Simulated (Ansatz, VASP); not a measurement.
Two plane-wave programs on RbGe2

```
Rb Ge
1.0
     3.77292    0.00000    0.00000
     0.00000    3.77292    0.00000
     0.00000    0.00000   12.62732
Rb Ge
2 4
Direct
  0.00000 0.00000 0.00000
  0.50000 0.50000 0.50000
  0.00000 0.50000 0.24945
  0.00000 0.50000 0.74945
  0.50000 0.00000 0.25055
  0.50000 0.00000 0.75055
```

Alike in both runs: functional PBE; k mesh 4 × 4 × 2; occupations gaussian, width 0.1 eV; no spin polarisation.

Ansatz relaxed the structure, and its values are those at the end. VASP's run is a single point on that final structure, the one shown.

```csv
,VASP,Ansatz
version,VASP 6.6.1,Ansatz 0.2.0
potentials or method,"VASP PAW PBE potentials, release 64 (Rb_sv, Ge_d), cutoff 520 eV","scalar-relativistic, plane waves, PAW"
valence electrons in the cell,74,74
```

```csv
,VASP,Ansatz,Ansatz less VASP
gap on the k mesh at the Fermi level (eV),none,none,-
pressure (GPa),0.0,0.0,-0.02
rms of the force components (eV/Å),0.004,0.004,-0.0001
```

A gap of «none» marks a metal or a gap that the smearing closes.

The k mesh is coarse, so the values compare programs but aren't converged.
